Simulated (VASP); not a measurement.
# NaH in VASP: a series of runs

NaH is run at these levels: PBE; tasks: single point.

Everything below comes from runs of VASP 6.6.1. Logs are shortened: lines on timing, memory, paths and dates and some standing lists are left out, and cuts for length are marked.

### 1 The cell of the first run

Symmetry: Fm-3m, No. 225, cubic system. The conventional cell has a = 5.002 Å, b = 5.002 Å, c = 5.002 Å, α = 90.00°, β = 90.00°, γ = 90.00°. Na (site symmetry m-3m) has 6 H at 2.50 Å within 3.3 Å. H (site symmetry m-3m) has 6 Na at 2.50 Å within 3.3 Å.

### 2 Single point, PBE (strain +0.025 along x and y, +0.025 along z)

Input file INCAR:

```
SYSTEM = NaH
PREC     = Accurate       ! precision mode
ENCUT    = 520            ! plane-wave cutoff, eV
EDIFF    = 1E-6           ! SCF threshold, eV
ISMEAR   = 0              ! smearing method
SIGMA    = 0.05           ! smearing width, eV
LREAL    = .FALSE.        ! projectors in reciprocal space
LASPH    = .TRUE.         ! aspherical terms in the spheres
NELM     = 80             ! most SCF steps
ALGO     = Normal         ! electronic algorithm
ISIF     = 2              ! what is computed and relaxed
LWAVE    = .FALSE.        ! write WAVECAR
LCHARG   = .FALSE.        ! write CHGCAR
GGA      = PE             ! functional
NBANDS   = 11             ! bands
```

Input file KPOINTS:

```
regular mesh
0
G
  8 8 8
  0 0 0
```

Input file POSCAR:

```
NaH
1.0
    0.0000000000      2.5010000000      2.5010000000
    2.5010000000      0.0000000000      2.5010000000
    2.5010000000      2.5010000000      0.0000000000
Na H
1 1
Direct
    0.0000000000      0.0000000000      0.0000000000
    0.5000000000      0.5000000000      0.5000000000
```

Potentials or basis: VASP PAW PBE potentials, release 64 (Na_pv, H).

Command:

```
> cat potpaw_PBE.64/Na_pv/POTCAR potpaw_PBE.64/H/POTCAR > POTCAR
> mpirun -np 1 vasp_std > vasp.out
```

OUTCAR:

```text
SYSTEM = NaH
   PREC = Accurate
   ENCUT = 520
   EDIFF = 1E-6
   ISMEAR = 0
   LREAL = .FALSE.
   LASPH = .TRUE.
   NELM = 80
   ISIF = 2
   GGA = PE

 ion  position               nearest neighbor table
   1  0.000  0.000  0.000-
   2  0.500  0.500  0.500-

  LATTYP: Found a face centered cubic cell.
 ALAT       =     5.0020000000

  Lattice vectors:

 A1 = (   0.0000000000,   2.5010000000,   2.5010000000)
 A2 = (   2.5010000000,   0.0000000000,   2.5010000000)
 A3 = (   2.5010000000,   2.5010000000,   0.0000000000)

Analysis of symmetry for initial positions (statically):
=====================================================================
 Subroutine PRICEL returns:
 Original cell was already a primitive cell.

 Routine SETGRP: Setting up the symmetry group for a
 face centered cubic supercell.

 Subroutine GETGRP returns: Found 48 space group operations
 (whereof 48 operations were pure point group operations)
 out of a pool of 48 trial point group operations.

The static configuration has the point symmetry O_h .

Analysis of symmetry for dynamics (positions and initial velocities):
=====================================================================
 Subroutine PRICEL returns:
 Original cell was already a primitive cell.

 Routine SETGRP: Setting up the symmetry group for a
 face centered cubic supercell.

 Subroutine GETGRP returns: Found 48 space group operations
 (whereof 48 operations were pure point group operations)
 out of a pool of 48 trial point group operations.

The dynamic configuration has the point symmetry O_h .

 Subroutine INISYM returns: Found 48 space group operations
 (whereof 48 operations are pure point group operations),
 and found     1 'primitive' translations

----------------------------------------------------------------------------------------

                                     Primitive cell

  volume of cell :      31.2875

  direct lattice vectors                    reciprocal lattice vectors
     0.000000000  2.501000000  2.501000000    -0.199920032  0.199920032  0.199920032
     2.501000000  0.000000000  2.501000000     0.199920032 -0.199920032  0.199920032
     2.501000000  2.501000000  0.000000000     0.199920032  0.199920032 -0.199920032

  length of vectors
     3.536948119  3.536948119  3.536948119     0.346271653  0.346271653  0.346271653

  position of ions in fractional coordinates (direct lattice)
     0.000000000  0.000000000  0.000000000
     0.500000000  0.500000000  0.500000000

  ion indices of the primitive-cell ions
   primitive index   ion index
                 1           1
                 2           2

----------------------------------------------------------------------------------------

 KPOINTS: regular mesh

Automatic generation of k-mesh.
 Grid dimensions read from file:
 generate k-points for:    8    8    8

 Generating k-lattice:

  Cartesian coordinates                     Fractional coordinates (reciprocal lattice)
    -0.024990004  0.024990004  0.024990004     0.125000000  0.000000000  0.000000000
     0.024990004 -0.024990004  0.024990004     0.000000000  0.125000000  0.000000000
     0.024990004  0.024990004 -0.024990004     0.000000000  0.000000000  0.125000000

  Length of vectors
     0.043283957  0.043283957  0.043283957

  Shift w.r.t. Gamma in fractional coordinates (k-lattice)
     0.000000000  0.000000000  0.000000000

 Subroutine IBZKPT returns following result:
 ===========================================

 Found     29 irreducible k-points:

 Following reciprocal coordinates:
            Coordinates               Weight
  0.000000  0.000000  0.000000      1.000000
  0.125000  0.000000  0.000000      8.000000
  0.250000  0.000000  0.000000      8.000000
  0.375000  0.000000  0.000000      8.000000
  0.500000  0.000000  0.000000      4.000000
  0.125000  0.125000  0.000000      6.000000
[... 16 lines left out ...]
  0.500000  0.250000  0.125000     48.000000
 -0.375000  0.250000  0.125000     24.000000
 [... further k-points ...]
   k-points           NKPTS =     29   k-points in BZ     NKDIM =     29   number of bands    NBANDS=     11
   number of dos      NEDOS =    301   number of ions     NIONS =      2
   total plane-waves  NPLWV =  21952
   dimension x,y,z NGX =    28 NGY =   28 NGZ =   28
   dimension x,y,z NGXF=    56 NGYF=   56 NGZF=   56
   ions per type =               1   1
   NGX,Y,Z   is equivalent  to a cutoff of  13.16, 13.16, 13.16 a.u.
   NGXF,Y,Z  is equivalent  to a cutoff of  26.32, 26.32, 26.32 a.u.
 SYSTEM =  NaH
   PREC   = accura    normal or accurate (medium, high low for compatibility)
   ISTART =      0    job   : 0-new  1-cont  2-samecut
   ICHARG =      2    charge: 1-file 2-atom 10-const
   ISPIN  =      1    spin polarized calculation?
   LNONCOLLINEAR =      F non collinear calculations
   LSORBIT =      F    spin-orbit coupling
   LASPH  =      T    aspherical Exc in radial PAW
   ENCUT  =  520.0 eV  38.22 Ry    6.18 a.u.   6.58  6.58  6.58*2*pi/ulx,y,z
   NELM   =     80;   NELMIN=  2; NELMDL= -5     # of ELM steps
   EDIFF  = 0.1E-05   stopping-criterion for ELM
   LREAL  =      F    real-space projection
   EDIFFG = 0.1E-04   stopping-criterion for IOM
   NSW    =      0    number of steps for IOM
   IBRION =     -1    ionic relax: 0-MD 1-quasi-New 2-CG
   NFREE  =      0    steps in history (QN), initial steepest desc. (CG)
   ISIF   =      2    stress and relaxation
   ISYM   =      2    0-nonsym 1-usesym 2-fastsym
   POTIM  = 0.5000    time-step for ionic-motion
   TEBEG  =    0.0;   TEEND  =   0.0 temperature during run
   PSTRESS=    0.0 pullay stress
   NELECT =       8.0000    total number of electrons
   NUPDOWN=      -1.0000    fix difference up-down
   EMIN   =  10.00;   EMAX   =-10.00  energy-range for DOS
   EFERMI =   0.00;   METHOD = LEGACY
   ISMEAR =     0;   SIGMA  =   0.05  broadening in eV -4-tet -1-fermi 0-gaus
   EFERMI_NEDOS =   21; number of points for ismear=-14 and -15
   IALGO  =     38    algorithm
   IMIX   =      4    mixing-type and parameters
     AMIX     =   0.40;   BMIX     =  1.00
     AMIX_MAG =   1.60;   BMIX_MAG =  1.00
  volume/ion in A,a.u.               =      15.64       105.57
  Fermi-wavevector in a.u.,A,eV,Ry     =   1.039077  1.963571 14.689957  1.079681
  Thomas-Fermi vector in A             =   2.173591
   LORBIT       =      0    0 simple, 1 ext, 2 COOP (PROOUT), +10 PAW based schemes
   GGA     = PE    functional components
   LHFCALC =     F    Hartree Fock is set to
   AEXX    =    0.0000 exact exchange contribution
   IVDW    =     0    specifies the selected vdW correction
   LEPSILON=     F    determine dielectric tensor
   LRPA    =     F    only Hartree local field effects (RPA)
 non-spin polarized calculation
 Gauss-broadening in eV      SIGMA  =   0.05
  energy-cutoff  :      520.00
  volume of cell :       31.29
 maximum number of plane-waves:       869
 NGX is ok and might be reduce to    28
   NGX = 13   NGY = 13   NGZ = 13

 number of electron       7.9999997 magnetization

 Free energy of the ion-electron system (eV)
  ---------------------------------------------------
  ext. energy  EPLUGINS =         0.00000000
  ---------------------------------------------------
  free energy    TOTEN  =        -5.06744649 eV

  energy without entropy =       -5.06744649  energy(sigma->0) =       -5.06744649

 E-fermi :  -1.1911     XC(G=0):  -7.4309

 val. band max:       -1.4214809796   @ k =  -0.2500   0.5000   0.2500
 cond. band min:       2.1703691770   @ k =   0.5000   0.0000   0.0000
 fundamental gap:      3.5918501566
 Fermi energy:        -1.1910848326

 k-point     1 :       0.0000    0.0000    0.0000
  band No.  band energies     occupation
      1     -23.7145      2.00000
      2     -23.7145      2.00000
      3     -23.7145      2.00000
      4      -4.7556      2.00000
      5       8.1216      0.00000
      6      13.4281      0.00000
      7      13.4281      0.00000
      8      13.4281      0.00000
      9      14.0469      0.00000
     10      14.0469      0.00000
     11      14.0469      0.00000

 k-point     2 :       0.1250    0.0000    0.0000
  band No.  band energies     occupation
      1     -23.7241      2.00000
      2     -23.7157      2.00000
      3     -23.7157      2.00000
      4      -4.5091      2.00000
      5       7.3668      0.00000
      6      10.8883      0.00000
      7      12.5912      0.00000
      8      12.5912      0.00000
      9      15.1107      0.00000
     10      15.1107      0.00000
     11      15.1640      0.00000

 k-point     3 :       0.2500    0.0000    0.0000
  band No.  band energies     occupation
      1     -23.7472      2.00000
      2     -23.7185      2.00000
      3     -23.7185      2.00000
      4      -3.8082      2.00000
      5       5.3313      0.00000
      6       9.4177      0.00000
      7      11.8646      0.00000
      8      11.8646      0.00000
      9      15.0277      0.00000
     10      15.0277      0.00000
     11      16.2086      0.00000

 k-point     4 :       0.3750    0.0000    0.0000
  band No.  band energies     occupation
      1     -23.7700      2.00000
      2     -23.7214      2.00000
      3     -23.7214      2.00000
      4      -2.8279      2.00000
      5       3.1926      0.00000
      6       8.8347      0.00000
      7      11.4611      0.00000
      8      11.4611      0.00000
      9      14.1923      0.00000
     10      14.1923      0.00000
     11      16.3692      0.00000

 k-point     5 :       0.5000    0.0000    0.0000
  band No.  band energies     occupation
      1     -23.7794      2.00000
      2     -23.7226      2.00000
      3     -23.7226      2.00000
      4      -2.2233      2.00000
      5       2.1704      0.00000
      6       8.6723      0.00000
      7      11.3362      0.00000
      8      11.3362      0.00000
      9      13.8763      0.00000
     10      13.8763      0.00000
     11      16.2188      0.00000
[... 211 lines left out ...]
 k-point    21 :       0.5000    0.5000    0.0000
  band No.  band energies     occupation
      1     -23.7729      2.00000
      2     -23.7370      2.00000
      3     -23.7370      2.00000
      4      -1.5764      2.00000
      5       3.0234      0.00000
      6       8.2321      0.00000
      7       8.6344      0.00000
      8       8.6344      0.00000
      9       9.3236      0.00000
     10      20.7392      0.00000
     11      22.7185      0.00000

 k-point    22 :       0.3750    0.2500    0.1250
  band No.  band energies     occupation
      1     -23.7525      2.00000
      2     -23.7300      2.00000
      3     -23.7223      2.00000
      4      -3.2404      2.00000
      5       4.9921      0.00000
      6       7.3868      0.00000
      7      10.1185      0.00000
      8      12.9123      0.00000
      9      12.9877      0.00000
     10      15.4423      0.00000
     11      17.9121      0.00000

 k-point    23 :       0.5000    0.2500    0.1250
  band No.  band energies     occupation
      1     -23.7645      2.00000
      2     -23.7367      2.00000
      3     -23.7259      2.00000
      4      -2.3728      2.00000
      5       3.6704      0.00000
      6       6.2678      0.00000
      7       9.2764      0.00000
      8      12.6034      0.00000
      9      13.9420      0.00000
     10      15.7650      0.00000
     11      17.7441      0.00000

 k-point    24 :      -0.3750    0.2500    0.1250
  band No.  band energies     occupation
      1     -23.7697      2.00000
      2     -23.7388      2.00000
      3     -23.7279      2.00000
      4      -1.8723      2.00000
      5       2.9063      0.00000
      6       6.0080      0.00000
      7       8.9340      0.00000
      8      12.5322      0.00000
      9      13.7951      0.00000
     10      16.8008      0.00000
     11      18.7761      0.00000

 [... further k-points ...]
[... 5 lines left out ...]
  --------------------------------------------------------------------------------------
  -------------------------------------------------------------------------------------
  Total       -0.3961715     -0.3961715     -0.3961715     -0.0000000      0.0000000     -0.0000000
  in kB      -20.2872271    -20.2872271    -20.2872271     -0.0000000      0.0000000     -0.0000000
  external PRESSURE =     -20.2872271 kB  Pullay stress =       0.0000000 kB

 VOLUME and BASIS-vectors are now :
 -----------------------------------------------------------------------------
  energy-cutoff  :      520.00
  volume of cell :       31.29
      direct lattice vectors                 reciprocal lattice vectors
     0.000000000  2.501000000  2.501000000    -0.199920032  0.199920032  0.199920032
     2.501000000  0.000000000  2.501000000     0.199920032 -0.199920032  0.199920032
     2.501000000  2.501000000  0.000000000     0.199920032  0.199920032 -0.199920032

 POSITION                                       TOTAL-FORCE (eV/Angst)
 -----------------------------------------------------------------------------------
      0.00000      0.00000      0.00000         0.000000      0.000000      0.000000
      2.50100      2.50100      2.50100        -0.000000     -0.000000     -0.000000
 -----------------------------------------------------------------------------------
    total drift:                               -0.000000     -0.000000     -0.000000

  FREE ENERGIE OF THE ION-ELECTRON SYSTEM (eV)
  ---------------------------------------------------
  free  energy   TOTEN  =        -5.0674464858 eV

  energy  without entropy=       -5.0674464858  energy(sigma->0) =       -5.06744649
```

It took 4.8 s on 1 thread of Intel Xeon 6975P-C, shared host; peak memory 0.15 GiB.

Results:

```
Free energy            : -5.0674 eV
Pressure               : -2.0 GPa
Band gap on the k mesh : 3.59 eV, indirect (least direct gap 4.39 eV)
```

Caveat: the cell differs from its parent crystal (strain +0.025 along x and y, +0.025 along z). A k mesh can miss the band edges.

### 3 Single point, PBE (strain +0.050 along x and y, +0.050 along z)

Input file INCAR:

```
SYSTEM = NaH
ALGO = Normal
EDIFF = 1E-6
ENCUT = 520
GGA = PE
ISIF = 2
ISMEAR = 0
LASPH = .True.
LCHARG = .True.
LELF = .True.
LREAL = .False.
LVHAR = .True.
LWAVE = .False.
NBANDS = 11
NELM = 60
PREC = Accurate
SIGMA = 0.05
```

Input file KPOINTS:

```
k-points
0
Gamma
  8 8 8
  0 0 0
```

Input file POSCAR:

```
NaH
1.0
    0.0000000000      2.5620000000      2.5620000000
    2.5620000000      0.0000000000      2.5620000000
    2.5620000000      2.5620000000      0.0000000000
Na H
1 1
Direct
    0.0000000000      0.0000000000      0.0000000000
    0.5000000000      0.5000000000      0.5000000000
```

Potentials or basis: VASP PAW PBE potentials, release 64 (Na_pv, H).

Command:

```
> cat potpaw_PBE.64/Na_pv/POTCAR potpaw_PBE.64/H/POTCAR > POTCAR
> mpirun -np 1 vasp_std > vasp.out
```

OUTCAR:

```text
SYSTEM = NaH
   EDIFF = 1E-6
   ENCUT = 520
   GGA = PE
   ISIF = 2
   ISMEAR = 0
   LASPH = .True.
   LREAL = .False.
   NELM = 60
   PREC = Accurate

 ion  position               nearest neighbor table
   1  0.000  0.000  0.000-
   2  0.500  0.500  0.500-

  LATTYP: Found a face centered cubic cell.
 ALAT       =     5.1240000000

  Lattice vectors:

 A1 = (   0.0000000000,   2.5620000000,   2.5620000000)
 A2 = (   2.5620000000,   0.0000000000,   2.5620000000)
 A3 = (   2.5620000000,   2.5620000000,   0.0000000000)
[... 510 lines left out ...]
      5       2.5688      0.00000
      6       5.5555      0.00000
      7       8.3017      0.00000
      8      11.7008      0.00000
      9      12.9853      0.00000
     10      15.8471      0.00000
     11      17.7438      0.00000

 [... further k-points ...]
[... 5 lines left out ...]
  --------------------------------------------------------------------------------------
  -------------------------------------------------------------------------------------
  Total       -0.6267460     -0.6267460     -0.6267460      0.0000000      0.0000000      0.0000000
  in kB      -29.8562194    -29.8562194    -29.8562194      0.0000000      0.0000000      0.0000000
  external PRESSURE =     -29.8562194 kB  Pullay stress =       0.0000000 kB

 VOLUME and BASIS-vectors are now :
 -----------------------------------------------------------------------------
  energy-cutoff  :      520.00
  volume of cell :       33.63
      direct lattice vectors                 reciprocal lattice vectors
     0.000000000  2.562000000  2.562000000    -0.195160031  0.195160031  0.195160031
     2.562000000  0.000000000  2.562000000     0.195160031 -0.195160031  0.195160031
     2.562000000  2.562000000  0.000000000     0.195160031  0.195160031 -0.195160031

 POSITION                                       TOTAL-FORCE (eV/Angst)
 -----------------------------------------------------------------------------------
      0.00000      0.00000      0.00000        -0.000000     -0.000000     -0.000000
      2.56200      2.56200      2.56200         0.000000      0.000000      0.000000
 -----------------------------------------------------------------------------------
    total drift:                               -0.000000     -0.000000     -0.000000

  FREE ENERGIE OF THE ION-ELECTRON SYSTEM (eV)
  ---------------------------------------------------
  free  energy   TOTEN  =        -5.0312023216 eV

  energy  without entropy=       -5.0312023216  energy(sigma->0) =       -5.03120232
```

It took 4.9 s on 1 thread of Intel Xeon 6975P-C, shared host; peak memory 0.15 GiB.

What came out:

- Free energy: -5.0312 eV
- Pressure: -3.0 GPa
- Band gap on the k mesh: 3.48 eV, indirect (least direct gap 4.24 eV)

Caveat: the cell differs from its parent crystal (strain +0.050 along x and y, +0.050 along z). A k mesh can miss the band edges.

(Continued in part 2 of 2.)
